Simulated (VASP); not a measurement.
Crystal: MgS.

```
Mg S
1.0
     0.00000    2.82577    2.82577
     2.82577    0.00000    2.82577
     2.82577    2.82577    0.00000
Mg S
1 1
Cartesian
  0.0000 0.0000 0.0000
  1.4129 1.4129 1.4129
```

Base run:

| Item | Value |
| --- | --- |
| Program | VASP 6.6.1 |
| Functional | PBEsol |
| Potentials or basis | VASP PAW PBE potentials, release 64 (Mg, S) |
| Cutoff | 520 eV |
| k mesh | 7 × 7 × 7 |
| Occupations | fermi-dirac, width 0.05 eV |
| Spin | no spin polarisation |

Its results: band gap on the k mesh 3.32 eV; pressure -0.1 GPa.

The run is repeated on the same cell with these changes: functional from PBEsol to HSE06; further incar settings from ALGO = Normal; EDIFF = 1e-07; NBANDS = 11 to ALGO = Normal; EDIFF = 1e-06; NBANDS = 11. What comes out?

Band gap on the k mesh 4.54 eV; pressure 0.2 GPa.

Caveats: the PAW data sets were made with another functional, which shifts forces and pressure a little; an odd mesh through Γ misses points on the zone boundary, where band edges can lie (at least some runs).
